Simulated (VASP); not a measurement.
# MgI2 (P-3m1) in VASP: a series of runs

MgI2 is run at these levels: PBE+D3(BJ); tasks: single point.

Everything below comes from runs of VASP 6.6.1. Logs are shortened: lines on timing, memory, paths and dates and some standing lists are left out, and cuts for length are marked.

## 1. The cell of the first run

Symmetry: P-3m1, No. 164, trigonal system. The conventional cell has a = 3.988 Å, b = 3.988 Å, c = 6.313 Å, α = 90.00°, β = 90.00°, γ = 120.00°. Within 3.6 Å of Mg (site symmetry -3m) lie 6 I at 2.76 Å. Within 3.6 Å of I (site symmetry 3m) lie 3 Mg at 2.76 Å.

## 2. Single point, PBE+D3(BJ) (strain -0.040 along x and y, -0.080 along z)

Contents of INCAR:

```
SYSTEM = MgI2
  PREC = Accurate
  ENCUT = 520
  EDIFF = 1E-7
  ISMEAR = 0
  SIGMA = 0.05
  LREAL = .False.
  LASPH = .True.
  NELM = 100
  ALGO = Normal
  ISIF = 2
  LWAVE = .False.
  LCHARG = .False.
  GGA = PE
  IVDW = 12
  NBANDS = 15
```

Contents of KPOINTS:

```
regular mesh
0
Gamma
  6 6 4
  0 0 0
```

Contents of POSCAR:

```
MgI2
1.0
    3.9875521165      0.0000000000      0.0000000000
   -1.9937760583      3.4533214318      0.0000000000
    0.0000000000      0.0000000000      6.3130400000
Mg I
1 2
Direct
    0.0000000000      0.0000000000      0.0000000000
    0.3333333333      0.6666666667      0.7576300000
    0.6666666667      0.3333333333      0.2423700000
```

Potentials or basis: VASP PAW PBE potentials, release 64 (Mg, I).

On the command line:

```console
cat potpaw_PBE.64/Mg/POTCAR potpaw_PBE.64/I/POTCAR > POTCAR
mpirun -np 1 vasp_std > vasp.out
```

OUTCAR:

```text
SYSTEM = MgI2
   PREC = Accurate
   ENCUT = 520
   EDIFF = 1E-7
   ISMEAR = 0
   LREAL = .False.
   LASPH = .True.
   NELM = 100
   ISIF = 2
   GGA = PE
   IVDW = 12
 IVDW          = 12

 ion  position               nearest neighbor table
   1  0.000  0.000  0.000-   2 2.76   3 2.76   3 2.76   2 2.76   3 2.76   2 2.76
   2  0.333  0.667  0.758-   1 2.76   1 2.76   1 2.76
   3  0.667  0.333  0.242-   1 2.76   1 2.76   1 2.76

  LATTYP: Found a hexagonal cell.
 ALAT       =     3.9875521165
 C/A-ratio  =     1.5831868313

  Lattice vectors:

 A1 = (   3.9875521165,   0.0000000000,   0.0000000000)
 A2 = (  -1.9937760583,   3.4533214318,   0.0000000000)
 A3 = (   0.0000000000,   0.0000000000,   6.3130400000)

Analysis of symmetry for initial positions (statically):
=====================================================================
 Subroutine PRICEL returns:
 Original cell was already a primitive cell.

 Routine SETGRP: Setting up the symmetry group for a
 hexagonal supercell.

 Subroutine GETGRP returns: Found 12 space group operations
 (whereof 12 operations were pure point group operations)
 out of a pool of 24 trial point group operations.

The static configuration has the point symmetry D_3d.

Analysis of symmetry for dynamics (positions and initial velocities):
=====================================================================
 Subroutine PRICEL returns:
 Original cell was already a primitive cell.

 Routine SETGRP: Setting up the symmetry group for a
 hexagonal supercell.

 Subroutine GETGRP returns: Found 12 space group operations
 (whereof 12 operations were pure point group operations)
 out of a pool of 24 trial point group operations.

The dynamic configuration has the point symmetry D_3d.

 Subroutine INISYM returns: Found 12 space group operations
 (whereof 12 operations are pure point group operations),
 and found     1 'primitive' translations

----------------------------------------------------------------------------------------

                                     Primitive cell

  volume of cell :      86.9324

  direct lattice vectors                    reciprocal lattice vectors
     3.987552116  0.000000000  0.000000000     0.250780421  0.144788144  0.000000000
    -1.993776058  3.453321432  0.000000000     0.000000000  0.289576288  0.000000000
     0.000000000  0.000000000  6.313040000     0.000000000  0.000000000  0.158402291

  length of vectors
[... 93 lines left out ...]
   PSTRESS=    0.0 pullay stress
   NELECT =      16.0000    total number of electrons
   NUPDOWN=      -1.0000    fix difference up-down
   EMIN   =  10.00;   EMAX   =-10.00  energy-range for DOS
   EFERMI =   0.00;   METHOD = LEGACY
   ISMEAR =     0;   SIGMA  =   0.05  broadening in eV -4-tet -1-fermi 0-gaus
   EFERMI_NEDOS =   21; number of points for ismear=-14 and -15
   IALGO  =     38    algorithm
   IMIX   =      4    mixing-type and parameters
     AMIX     =   0.40;   BMIX     =  1.00
     AMIX_MAG =   1.60;   BMIX_MAG =  1.00
  volume/ion in A,a.u.               =      28.98       195.55
  Fermi-wavevector in a.u.,A,eV,Ry     =   0.931224  1.759758 11.798676  0.867178
  Thomas-Fermi vector in A             =   2.057695
   LORBIT       =      0    0 simple, 1 ext, 2 COOP (PROOUT), +10 PAW based schemes
   GGA     = PE    functional components
   LHFCALC =     F    Hartree Fock is set to
   AEXX    =    0.0000 exact exchange contribution
   IVDW    =    12    specifies the selected vdW correction
   LEPSILON=     F    determine dielectric tensor
   LRPA    =     F    only Hartree local field effects (RPA)
 non-spin polarized calculation
 Gauss-broadening in eV      SIGMA  =   0.05
  energy-cutoff  :      520.00
  volume of cell :       86.93
 maximum number of plane-waves:      2388
 NGX is ok and might be reduce to    30
   NGX = 15   NGY = 15   NGZ = 23

 number of electron      16.0000001 magnetization

 Free energy of the ion-electron system (eV)
  ---------------------------------------------------
  ext. energy  EPLUGINS =         0.00000000
  ---------------------------------------------------
  free energy    TOTEN  =        -7.23879912 eV

  energy without entropy =       -7.23879912  energy(sigma->0) =       -7.23879912

 E-fermi :   4.5024     XC(G=0):  -8.9170

 val. band max:        4.2841369038   @ k =   0.0000   0.0000   0.0000
 cond. band min:       7.4992004101   @ k =   0.5000   0.0000   0.0000
 fundamental gap:      3.2150635063
 Fermi energy:         4.5024298931

 k-point     1 :       0.0000    0.0000    0.0000
  band No.  band energies     occupation
      1      -8.9222      2.00000
      2      -7.7264      2.00000
      3      -0.3396      2.00000
      4       3.2075      2.00000
      5       3.2075      2.00000
      6       3.8207      2.00000
      7       3.8207      2.00000
      8       4.2841      2.00000
      9       8.3875      0.00000
     10       8.5856      0.00000
     11      10.6621      0.00000
     12      10.6621      0.00000
     13      11.6459      0.00000
     14      11.9900      0.00000
[... 401 lines left out ...]
      2      -7.6007      2.00000
      3       0.0765      2.00000
      4       0.3694      2.00000
      5       0.3694      2.00000
      6       1.1631      2.00000
      7       3.4486      2.00000
      8       3.4486      2.00000
      9       9.5881      0.00000
     10       9.8947      0.00000
     11       9.8947      0.00000
     12      11.3754      0.00000
     13      12.4843      0.00000
     14      12.6689      0.00000
     15      12.8035      0.00000

------------------------ aborting loop because EDIFF is reached ----------------------------------------

 Edisp (eV)   -1.09800

 E8    (eV) :    -0.4903

  FORCE on cell =-STRESS in cart. coord.  units (eV):
  Direction    XX          YY          ZZ          XY          YZ          ZX
  --------------------------------------------------------------------------------------
  -------------------------------------------------------------------------------------
  Total       3.42913     3.42913     4.30280    -0.00000     0.00000     0.00000
  in kB      63.19938    63.19938    79.30115    -0.00000     0.00000     0.00000
  external pressure =       68.57 kB  Pullay stress =        0.00 kB

 VOLUME and BASIS-vectors are now :
 -----------------------------------------------------------------------------
  energy-cutoff  :      520.00
  volume of cell :       86.93
      direct lattice vectors                 reciprocal lattice vectors
     3.987552116  0.000000000  0.000000000     0.250780421  0.144788144  0.000000000
    -1.993776058  3.453321432  0.000000000     0.000000000  0.289576288  0.000000000
     0.000000000  0.000000000  6.313040000     0.000000000  0.000000000  0.158402291

 POSITION                                       TOTAL-FORCE (eV/Angst)
 -----------------------------------------------------------------------------------
      0.00000      0.00000      0.00000        -0.000000      0.000000      0.000000
     -0.00000      2.30221      4.78295        -0.000000      0.000000     -1.130806
      1.99378      1.15111      1.53009         0.000000      0.000000      1.130806
 -----------------------------------------------------------------------------------
    total drift:                                0.000000     -0.000000     -0.000000

  FREE ENERGIE OF THE ION-ELECTRON SYSTEM (eV)
  ---------------------------------------------------
  free  energy   TOTEN  =        -8.3368011486 eV

  energy  without entropy=       -8.3368011486  energy(sigma->0) =       -8.33680115
```

stdout:

```text
POSCAR found type information on POSCAR MgI
 POSCAR found :  2 types and       3 ions
 scaLAPACK will be used
 LDA part: xc-table for (Slater+PW92), standard interpolation
 POSCAR, INCAR and KPOINTS ok, starting setup
 FFT: planning ... GRIDC
 FFT: planning ... GRID_SOFT
 FFT: planning ... GRID
 WAVECAR not read
 entering main loop
```

It took 33 s on 1 thread of Intel Xeon 6975P-C, shared host; peak memory 0.21 GiB.

Results:

- Free energy: -8.3368 eV
- Pressure: 6.9 GPa
- Largest force: 1.131 eV/Å
- Band gap on the k mesh: 3.22 eV, indirect (least direct gap 4.10 eV)
- Dispersion energy per atom: -0.366 eV

Forces on the atoms (eV/Å):
```
Mg   0.000  0.000  0.000
I    0.000  0.000 -1.131
I    0.000  0.000  1.131
```

Stress tensor (GPa, compression positive):
```
6.32 0.00 0.00
0.00 6.32 0.00
0.00 0.00 7.93
```

Levels at points of the mesh, in eV from the valence-band top:
```tsv
k point	band 6	band 7	band 8	band 9	band 10	band 11
(0.00, 0.00, 0.00)	-0.46	-0.46	0.00	4.10	4.30	6.38
(0.50, 0.00, 0.00)	-2.24	-1.51	-0.88	3.22	5.12	5.21
(0.00, 0.00, 0.50)	-0.92	-0.63	-0.63	4.57	4.86	6.08
(0.50, 0.00, 0.50)	-1.55	-1.29	-1.28	3.43	4.91	5.22
```

Caveat: the cell differs from its parent crystal (strain -0.040 along x and y, -0.080 along z); spin-orbit coupling is left out, which moves the levels of the heavy elements; forces of over 1 eV/Å act on the atoms, so gaps and moduli don't describe the material at rest.

## 3. Single point, PBE+D3(BJ) (strain -0.080 along x and y, +0.040 along z)

Contents of INCAR:

```
  ALGO = Normal
  EDIFF = 1E-6
  ENCUT = 520
  GGA = PE
  ISIF = 2
  ISMEAR = 0
  IVDW = 12
  LASPH = True
  LCHARG = True
  LELF = True
  LREAL = False
  LVHAR = True
  LWAVE = False
  NBANDS = 15
  NELM = 60
  PREC = Accurate
  SIGMA = 0.05
```

Contents of KPOINTS:

```
k-points
0
Gamma
  6 6 4
```

Contents of POSCAR:

```
MgI2
1.0
    3.8214041117      0.0000000000      0.0000000000
   -1.9107020558      3.3094330388      0.0000000000
    0.0000000000      0.0000000000      7.1364800000
Mg I
1 2
Direct
    0.0000000000      0.0000000000      0.0000000000
    0.3333333333      0.6666666667      0.7576300000
    0.6666666667      0.3333333333      0.2423700000
```

Potentials or basis: VASP PAW PBE potentials, release 64 (Mg, I).

On the command line:

```console
cat potpaw_PBE.64/Mg/POTCAR potpaw_PBE.64/I/POTCAR > POTCAR
mpirun -np 1 vasp_std > vasp.out
```

OUTCAR:

```text
EDIFF = 1E-6
   ENCUT = 520
   GGA = PE
   ISIF = 2
   ISMEAR = 0
   IVDW = 12
   LASPH = True
   LREAL = False
   NELM = 60
   PREC = Accurate
 IVDW          = 12

 ion  position               nearest neighbor table
   1  0.000  0.000  0.000-   2 2.80   3 2.80   2 2.80   3 2.80   3 2.80   2 2.80
   2  0.333  0.667  0.758-   1 2.80   1 2.80   1 2.80
   3  0.667  0.333  0.242-   1 2.80   1 2.80   1 2.80

  LATTYP: Found a hexagonal cell.
 ALAT       =     3.8214041117
 C/A-ratio  =     1.8675020467

  Lattice vectors:

 A1 = (   3.8214041117,   0.0000000000,   0.0000000000)
 A2 = (  -1.9107020558,   3.3094330388,   0.0000000000)
 A3 = (   0.0000000000,   0.0000000000,   7.1364800000)

Analysis of symmetry for initial positions (statically):
=====================================================================
 Subroutine PRICEL returns:
 Original cell was already a primitive cell.

 Routine SETGRP: Setting up the symmetry group for a
 hexagonal supercell.

 Subroutine GETGRP returns: Found 12 space group operations
[... 178 lines left out ...]
      4       2.9061      2.00000
      5       3.5898      2.00000
      6       3.5898      2.00000
      7       3.9442      2.00000
      8       3.9442      2.00000
      9       7.8640      0.00000
     10       9.0359      0.00000
     11      10.3318      0.00000
     12      10.9772      0.00000
     13      10.9772      0.00000
     14      12.0453      0.00000
[... 401 lines left out ...]
      2      -7.7947      2.00000
      3      -0.0849      2.00000
      4       0.3146      2.00000
      5       0.3146      2.00000
      6       0.7366      2.00000
      7       2.5436      2.00000
      8       2.5436      2.00000
      9       8.3724      0.00000
     10       8.8151      0.00000
     11       8.8151      0.00000
     12      10.3825      0.00000
     13      13.0392      0.00000
     14      13.1500      0.00000
     15      13.2468      0.00000

------------------------ aborting loop because EDIFF is reached ----------------------------------------

 Edisp (eV)   -1.06169

 E8    (eV) :    -0.4747

  FORCE on cell =-STRESS in cart. coord.  units (eV):
  Direction    XX          YY          ZZ          XY          YZ          ZX
  --------------------------------------------------------------------------------------
  -------------------------------------------------------------------------------------
  Total       3.93820     3.93820     0.91784     0.00000     0.00000    -0.00000
  in kB      69.91133    69.91133    16.29356     0.00000     0.00000    -0.00000
  external pressure =       52.04 kB  Pullay stress =        0.00 kB

 VOLUME and BASIS-vectors are now :
 -----------------------------------------------------------------------------
  energy-cutoff  :      520.00
  volume of cell :       90.25
      direct lattice vectors                 reciprocal lattice vectors
     3.821404112  0.000000000  0.000000000     0.261683918  0.151083280  0.000000000
    -1.910702056  3.309433039  0.000000000     0.000000000  0.302166561  0.000000000
     0.000000000  0.000000000  7.136480000     0.000000000  0.000000000  0.140125104

 POSITION                                       TOTAL-FORCE (eV/Angst)
 -----------------------------------------------------------------------------------
      0.00000      0.00000      0.00000         0.000000      0.000000      0.000000
     -0.00000      2.20629      5.40681        -0.000000      0.000000     -0.361267
      1.91070      1.10314      1.72967         0.000000     -0.000000      0.361267
 -----------------------------------------------------------------------------------
    total drift:                                0.000000     -0.000000      0.000000

  FREE ENERGIE OF THE ION-ELECTRON SYSTEM (eV)
  ---------------------------------------------------
  free  energy   TOTEN  =        -8.3579998914 eV

  energy  without entropy=       -8.3579998914  energy(sigma->0) =       -8.35799989
```

stdout:

```text
POSCAR found type information on POSCAR MgI
 POSCAR found :  2 types and       3 ions
 scaLAPACK will be used
 LDA part: xc-table for (Slater+PW92), standard interpolation
 POSCAR, INCAR and KPOINTS ok, starting setup
 FFT: planning ... GRIDC
 FFT: planning ... GRID_SOFT
 FFT: planning ... GRID
 WAVECAR not read
 entering main loop
```

Run time: 27 s. Hardware: 1 thread of Intel Xeon 6975P-C, shared host; peak memory 0.21 GiB.

Results:

- Free energy: -8.3580 eV
- Pressure: 5.2 GPa
- Largest force: 0.361 eV/Å
- Band gap on the k mesh: 3.23 eV, indirect (least direct gap 3.92 eV)
- Dispersion energy per atom: -0.354 eV

Forces in eV/Å, atoms in the order of the input:
```
Mg   0.000  0.000  0.000
I    0.000  0.000 -0.361
I    0.000  0.000  0.361
```

Levels at points of the mesh, in eV from the valence-band top:
| k point | band 4 | band 5 | band 6 | band 7 | band 8 | band 9 | band 10 | band 11 | band 12 | band 13 |
| --- | --- | --- | --- | --- | --- | --- | --- | --- | --- | --- |
| (0.00, 0.00, 0.00) | -1.04 | -0.35 | -0.35 | 0.00 | 0.00 | 3.92 | 5.09 | 6.39 | 7.03 | 7.03 |
| (0.50, 0.00, 0.00) | -4.04 | -2.71 | -1.66 | -1.59 | -0.81 | 3.46 | 4.62 | 4.99 | 6.76 | 6.96 |
| (0.00, 0.00, 0.50) | -2.51 | -0.28 | -0.28 | -0.08 | -0.08 | 5.17 | 5.34 | 6.91 | 6.91 | 7.30 |
| (0.50, 0.00, 0.50) | -4.32 | -2.06 | -1.62 | -1.45 | -0.99 | 3.23 | 4.43 | 4.65 | 5.43 | 7.63 |

Caveat: the cell differs from its parent crystal (strain -0.080 along x and y, +0.040 along z); spin-orbit coupling is left out, which moves the levels of the heavy elements. A k mesh can miss the band edges.

## 4. Single point, PBE+D3(BJ) (strain -0.080 along x and y, +0.080 along z)

Contents of INCAR:

```
SYSTEM = MgI2
  PREC = Accurate
  ENCUT = 520
  EDIFF = 1E-6
  ISMEAR = 0
  SIGMA = 0.05
  LREAL = .FALSE.
  LASPH = .TRUE.
  NELM = 60
  ALGO = Normal
  ISIF = 2
  LWAVE = .FALSE.
  LCHARG = .FALSE.
  GGA = PE
  IVDW = 12
  NBANDS = 15
```

Contents of KPOINTS:

```
Automatic mesh
0
G
  6 6 4
  0 0 0
```

POSCAR: that of step 3 with these lines changed.

```diff
@@ -4,3 +4,3 @@
    -1.9107020558      3.3094330388      0.0000000000
-    0.0000000000      0.0000000000      7.1364800000
+    0.0000000000      0.0000000000      7.4109600000
 Mg I
```

On the command line:

```console
cat potpaw_PBE.64/Mg/POTCAR potpaw_PBE.64/I/POTCAR > POTCAR
mpirun -np 1 vasp_std > vasp.out
```

Wall time 26 s (1 thread of Intel Xeon 6975P-C, shared host); peak memory 0.22 GiB.

It converged, with:

- Free energy: -8.3634 eV
- Pressure: 3.5 GPa
- Largest force: 0.025 eV/Å
- Band gap on the k mesh: 3.02 eV, indirect (least direct gap 3.51 eV)
- Dispersion energy per atom: -0.341 eV

Forces in eV/Å, atoms in the order of the input:
```
Mg   0.000  0.000  0.000
I    0.000  0.000  0.025
I    0.000  0.000 -0.025
```

Stress tensor (GPa, compression positive):
```
 5.80  0.00  0.00
 0.00  5.80  0.00
 0.00  0.00 -1.07
```

Levels at points of the mesh, in eV from the valence-band top:
```csv
k point,band 4,band 5,band 6,band 7,band 8,band 9,band 10,band 11,band 12,band 13
"(0.00, 0.00, 0.00)",-1.35,-0.29,-0.29,0.00,0.00,3.51,5.15,6.27,7.07,7.07
"(0.50, 0.00, 0.00)",-4.04,-2.71,-1.74,-1.49,-0.84,3.30,4.52,4.83,6.21,6.87
"(0.00, 0.00, 0.50)",-2.59,-0.23,-0.23,-0.06,-0.06,5.09,5.17,6.79,6.97,6.97
"(0.50, 0.00, 0.50)",-4.25,-2.19,-1.72,-1.38,-0.98,3.02,4.23,4.60,5.35,7.39
```

Caveat: the cell differs from its parent crystal (strain -0.080 along x and y, +0.080 along z); spin-orbit coupling is left out, which moves the levels of the heavy elements.

[end of part 1 of 2]
